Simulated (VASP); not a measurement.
# Ba2HfC2 (P4/mmm) in VASP: single point with PBE

Aim: the single point of Ba2HfC2 with PBE.

Program: VASP 6.6.1. These are calculated values, not measurements. Logs are shortened: lines on timing, memory, paths and dates and some standing lists are left out, and cuts for length are marked.

**1. The cell of the first run**

The structure is tetragonal, space group P4/mmm (No. 123). Conventional cell: a = 4.401 Å, b = 4.401 Å, c = 12.879 Å, α = 90.00°, β = 90.00°, γ = 90.00°. Ba (site symmetry 4mm) has 1 C at 2.22 Å within 2.9 Å. Ba (site symmetry 4mm) has 5 C at 2.56 to 3.12 Å and 1 Ba at 3.45 Å and 4 Hf at 3.56 Å within 3.6 Å. Within 2.6 Å of Hf (site symmetry 4/mmm) lie 2 C at 1.96 Å. Hf (site symmetry 4/mmm) has 2 C at 2.15 Å within 2.8 Å. C (site symmetry 4mm) has 1 Hf at 1.96 Å and 1 Ba at 2.22 Å within 2.6 Å. Within 2.8 Å of C (site symmetry 4mm) lie 1 Hf at 2.15 Å and 1 Ba at 2.56 Å.

**2. Single point, PBE**

Contents of INCAR:

```
SYSTEM = Ba2HfC2
PREC = Accurate
ENCUT = 520
EDIFF = 1E-7
ISMEAR = 0
SIGMA = 0.1
LREAL = .FALSE.
LASPH = .TRUE.
NELM = 80
ALGO = Normal
ISIF = 2
LWAVE = .FALSE.
LCHARG = .FALSE.
GGA = PE
NBANDS = 49
```

Contents of KPOINTS:

```
regular mesh
0
G
  4 4 2
  0 0 0
```

Contents of POSCAR:

```
Ba2HfC2
1.0
    4.4008076100      0.0000000000      0.0000000000
    0.0000000000      4.4008076100      0.0000000000
    0.0000000000      0.0000000000     12.8790220800
Ba Hf C
4 2 4
Direct
    0.0000000000      0.0000000000      0.6758665500
    0.5000000000      0.5000000000      0.1339907400
    0.0000000000      0.0000000000      0.3241334500
    0.5000000000      0.5000000000      0.8660092600
    0.0000000000      0.0000000000      0.0000000000
    0.5000000000      0.5000000000      0.5000000000
    0.0000000000      0.0000000000      0.8482021100
    0.5000000000      0.5000000000      0.3331162500
    0.0000000000      0.0000000000      0.1517978900
    0.5000000000      0.5000000000      0.6668837500
```

Potentials or basis: VASP PAW PBE potentials, release 64 (Ba_sv, Hf_pv, C).

Run with:

```bash
cat potpaw_PBE.64/Ba_sv/POTCAR potpaw_PBE.64/Hf_pv/POTCAR potpaw_PBE.64/C/POTCAR > POTCAR
mpirun -np 1 vasp_std > vasp.out
```

OUTCAR:

```text
SYSTEM = Ba2HfC2
   PREC = Accurate
   ENCUT = 520
   EDIFF = 1E-7
   ISMEAR = 0
   LREAL = .FALSE.
   LASPH = .TRUE.
   NELM = 80
   ISIF = 2
   GGA = PE

 ion  position               nearest neighbor table
   1  0.000  0.000  0.676-   7 2.22  10 3.11  10 3.11  10 3.11  10 3.11   6 3.85   6 3.85   6 3.85
                             6 3.85   4 3.96   4 3.96   4 3.96   4 3.96   5 4.17   3 4.53
   2  0.500  0.500  0.134-   8 2.56   9 3.12   9 3.12   9 3.12   9 3.12   4 3.45   5 3.56   5 3.56
                             5 3.56   5 3.56   3 3.96   3 3.96   3 3.96   3 3.96
   3  0.000  0.000  0.324-   9 2.22   8 3.11   8 3.11   8 3.11   8 3.11   6 3.85   6 3.85   6 3.85
                             6 3.85   2 3.96   2 3.96   2 3.96   2 3.96   5 4.17   1 4.53
   4  0.500  0.500  0.866-  10 2.56   7 3.12   7 3.12   7 3.12   7 3.12   2 3.45   5 3.56   5 3.56
                             5 3.56   5 3.56   1 3.96   1 3.96   1 3.96   1 3.96
   5  0.000  0.000  0.000-   7 1.96   9 1.96   2 3.56   4 3.56   2 3.56   4 3.56   2 3.56   4 3.56
                             2 3.56   4 3.56   3 4.17   1 4.17
   6  0.500  0.500  0.500-   8 2.15  10 2.15   1 3.85   3 3.85   1 3.85   3 3.85   1 3.85   3 3.85
                             1 3.85   3 3.85
   7  0.000  0.000  0.848-   5 1.96   1 2.22   4 3.12   4 3.12   4 3.12   4 3.12
   8  0.500  0.500  0.333-   6 2.15   2 2.56   3 3.11   3 3.11   3 3.11   3 3.11
   9  0.000  0.000  0.152-   5 1.96   3 2.22   2 3.12   2 3.12   2 3.12   2 3.12
  10  0.500  0.500  0.667-   6 2.15   4 2.56   1 3.11   1 3.11   1 3.11   1 3.11

  LATTYP: Found a simple tetragonal cell.
 ALAT       =     4.4008076100
 C/A-ratio  =     2.9265133179

  Lattice vectors:

 A1 = (   4.4008076100,   0.0000000000,   0.0000000000)
 A2 = (   0.0000000000,   4.4008076100,   0.0000000000)
 A3 = (   0.0000000000,   0.0000000000,  12.8790220800)

Analysis of symmetry for initial positions (statically):
=====================================================================
 Subroutine PRICEL returns:
 Original cell was already a primitive cell.

 Routine SETGRP: Setting up the symmetry group for a
 simple tetragonal supercell.

 Subroutine GETGRP returns: Found 16 space group operations
 (whereof 16 operations were pure point group operations)
 out of a pool of 16 trial point group operations.

The static configuration has the point symmetry D_4h.

Analysis of symmetry for dynamics (positions and initial velocities):
=====================================================================
 Subroutine PRICEL returns:
 Original cell was already a primitive cell.

 Routine SETGRP: Setting up the symmetry group for a
 simple tetragonal supercell.

 Subroutine GETGRP returns: Found 16 space group operations
 (whereof 16 operations were pure point group operations)
 out of a pool of 16 trial point group operations.
[... 119 lines left out ...]
   ISMEAR =     0;   SIGMA  =   0.10  broadening in eV -4-tet -1-fermi 0-gaus
   EFERMI_NEDOS =   21; number of points for ismear=-14 and -15
   IALGO  =     38    algorithm
   IMIX   =      4    mixing-type and parameters
     AMIX     =   0.40;   BMIX     =  1.00
     AMIX_MAG =   1.60;   BMIX_MAG =  1.00
  volume/ion in A,a.u.               =      24.94       168.32
  Fermi-wavevector in a.u.,A,eV,Ry     =   1.101616  2.081752 16.511449  1.213557
  Thomas-Fermi vector in A             =   2.238046
   LORBIT       =      0    0 simple, 1 ext, 2 COOP (PROOUT), +10 PAW based schemes
   GGA     = PE    functional components
   LHFCALC =     F    Hartree Fock is set to
   AEXX    =    0.0000 exact exchange contribution
   IVDW    =     0    specifies the selected vdW correction
   LEPSILON=     F    determine dielectric tensor
   LRPA    =     F    only Hartree local field effects (RPA)
 non-spin polarized calculation
 Gauss-broadening in eV      SIGMA  =   0.10
  energy-cutoff  :      520.00
  volume of cell :      249.43
 maximum number of plane-waves:      6763
 NGX is ok and might be reduce to    36
   NGX = 17   NGY = 17   NGZ = 47

 number of electron      76.0000006 magnetization

 Free energy of the ion-electron system (eV)
  ---------------------------------------------------
  ext. energy  EPLUGINS =         0.00000000
  ---------------------------------------------------
  free energy    TOTEN  =       -53.89136401 eV

  energy without entropy =      -53.85398216  energy(sigma->0) =      -53.87267308

 E-fermi :   2.5894     XC(G=0):  -9.4570

 val. band max:        2.5409531733   @ k =   0.2500   0.2500   0.5000
 cond. band min:       2.5924547779   @ k =   0.0000   0.0000   0.5000
 fundamental gap:      0.0515016046
 Fermi energy:         2.5893501218

 k-point     1 :       0.0000    0.0000    0.0000
  band No.  band energies     occupation
      1     -28.4244      2.00000
      2     -28.4244      2.00000
      3     -27.8838      2.00000
      4     -27.8838      2.00000
      5     -27.8414      2.00000
      6     -27.7526      2.00000
[... 613 lines left out ...]
     48       5.4381      0.00000
     49       6.2054      0.00000

------------------------ aborting loop because EDIFF is reached ----------------------------------------

  FORCE on cell =-STRESS in cart. coord.  units (eV):
  Direction    XX          YY          ZZ          XY          YZ          ZX
  --------------------------------------------------------------------------------------
  -------------------------------------------------------------------------------------
  Total        4.1675225      4.1675225     21.9185285      0.0000000      0.0000000      0.0000000
  in kB       26.7695384     26.7695384    140.7908150      0.0000000      0.0000000      0.0000000
  external PRESSURE =      64.7766306 kB  Pullay stress =       0.0000000 kB

 VOLUME and BASIS-vectors are now :
 -----------------------------------------------------------------------------
  energy-cutoff  :      520.00
  volume of cell :      249.43
      direct lattice vectors                 reciprocal lattice vectors
     4.400807610  0.000000000  0.000000000     0.227231020  0.000000000  0.000000000
     0.000000000  4.400807610  0.000000000     0.000000000  0.227231020  0.000000000
     0.000000000  0.000000000 12.879022080     0.000000000  0.000000000  0.077645647

 POSITION                                       TOTAL-FORCE (eV/Angst)
 -----------------------------------------------------------------------------------
      0.00000      0.00000      8.70450        -0.000000      0.000000     -3.598701
      2.20040      2.20040      1.72567         0.000000     -0.000000      0.867306
      0.00000      0.00000      4.17452         0.000000     -0.000000      3.598701
      2.20040      2.20040     11.15335         0.000000      0.000000     -0.867306
      0.00000      0.00000      0.00000         0.000000      0.000000     -0.000000
      2.20040      2.20040      6.43951         0.000000      0.000000     -0.000000
      0.00000      0.00000     10.92401         0.000000      0.000000      2.919010
      2.20040      2.20040      4.29021         0.000000      0.000000      2.286215
      0.00000      0.00000      1.95501        -0.000000     -0.000000     -2.919010
      2.20040      2.20040      8.58881         0.000000     -0.000000     -2.286215
 -----------------------------------------------------------------------------------
    total drift:                                0.000000      0.000000      0.000000

  FREE ENERGIE OF THE ION-ELECTRON SYSTEM (eV)
  ---------------------------------------------------
  free  energy   TOTEN  =       -53.8913640091 eV

  energy  without entropy=      -53.8539821566  energy(sigma->0) =      -53.87267308
```

stdout:

```text
POSCAR found type information on POSCAR BaHfC
 POSCAR found :  3 types and      10 ions
 scaLAPACK will be used
 LDA part: xc-table for (Slater+PW92), standard interpolation
 POSCAR, INCAR and KPOINTS ok, starting setup
 FFT: planning ... GRIDC
 FFT: planning ... GRID_SOFT
 FFT: planning ... GRID
 WAVECAR not read
 entering main loop
```

Wall time 2 min (1 thread of Intel Xeon 6975P-C (Granite Rapids), shared host); peak memory 0.42 GiB.

Results:

- Free energy: -53.8914 eV
- Pressure: 6.5 GPa
- Largest force: 3.599 eV/Å
- Band gap on the k mesh: zero (bands 38 and 39 overlap by 0.60 eV)

Forces in eV/Å, atoms in the order of the input:
```
Ba   0.000  0.000 -3.599
Ba   0.000  0.000  0.867
Ba   0.000  0.000  3.599
Ba   0.000  0.000 -0.867
Hf   0.000  0.000  0.000
Hf   0.000  0.000  0.000
C    0.000  0.000  2.919
C    0.000  0.000  2.286
C    0.000  0.000 -2.919
C    0.000  0.000 -2.286
```

Levels at points of the mesh, in eV from the Fermi level:
| k point | band 34 | band 35 | band 36 | band 37 | band 38 | band 39 | band 40 | band 41 | band 42 | band 43 |
| --- | --- | --- | --- | --- | --- | --- | --- | --- | --- | --- |
| (0.00, 0.00, 0.00) | -0.52 | -0.52 | -0.21 | -0.21 | 0.04 | 0.38 | 0.38 | 0.45 | 1.11 | 1.26 |
| (0.50, 0.00, 0.00) | -1.31 | -1.19 | -1.06 | -0.67 | -0.66 | 0.36 | 0.89 | 1.09 | 1.30 | 1.95 |
| (0.50, 0.50, 0.00) | -0.70 | -0.17 | -0.17 | 0.48 | 0.48 | 0.65 | 0.72 | 0.99 | 1.07 | 1.17 |
| (0.00, 0.00, 0.50) | -0.62 | -0.62 | -0.13 | -0.13 | 0.00 | 0.34 | 0.44 | 0.44 | 1.17 | 1.26 |
| (0.50, 0.00, 0.50) | -1.35 | -1.16 | -1.04 | -0.58 | -0.55 | -0.12 | 0.33 | 0.78 | 1.24 | 2.25 |
| (0.50, 0.50, 0.50) | -0.45 | -0.20 | -0.15 | -0.13 | -0.13 | 0.46 | 0.46 | 0.85 | 1.19 | 1.19 |

Caveat: the stress differs along the axes, from 3 to 14 GPa; spin-orbit coupling is left out, which moves the levels of the heavy elements; forces of over 1 eV/Å act on the atoms, so gaps and moduli don't describe the material at rest.

The gap in the log of VASP goes by the Fermi energy; the results here count the filled bands.